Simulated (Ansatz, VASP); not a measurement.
## HfBi3O in VASP and in Ansatz

```xyz
5
Lattice="6.7799 0.0000 0.0000 -3.3899 5.8715 0.0000 0.0000 0.0000 3.7783" Properties=species:S:1:pos:R:3 pbc="T T T"
Hf    0.0000    0.0000    0.0000
Bi    3.3899    0.0000    0.0000
Bi   -1.6950    2.9358    0.0000
Bi    1.6950    2.9358    0.0000
O     0.0000    0.0000    1.8892
```

Alike in both runs: functional PBE; k mesh 6 × 6 × 2; occupations gaussian, width 0.1 eV; no spin polarisation.

Ansatz relaxed the structure, and its values are those at the end. VASP's run is a single point on that final structure, the one shown.

```csv
,VASP,Ansatz
version,VASP 6.6.1,Ansatz 0.2.0
potentials or method,"VASP PAW PBE potentials, release 64 (Hf_pv, Bi_d, O), cutoff 520 eV","scalar-relativistic, plane waves, PAW"
valence electrons in the cell,61,77
```

|  | VASP | Ansatz | Ansatz less VASP |
| --- | --- | --- | --- |
| gap on the k mesh at the Fermi level (eV) | none | none | - |
| pressure (GPa) | -0.2 | 0.1 | +0.36 |

A gap of «none» marks a metal or a gap that the smearing closes. The functional is the same, so the differences come from potentials, cutoffs and numerics. VASP's potentials hold 61 valence electrons a cell and Ansatz's 77, so a difference there can come from the potentials and not from the codes.

The k mesh is coarse, so the values compare programs but aren't converged. Neither program's run includes spin-orbit coupling.
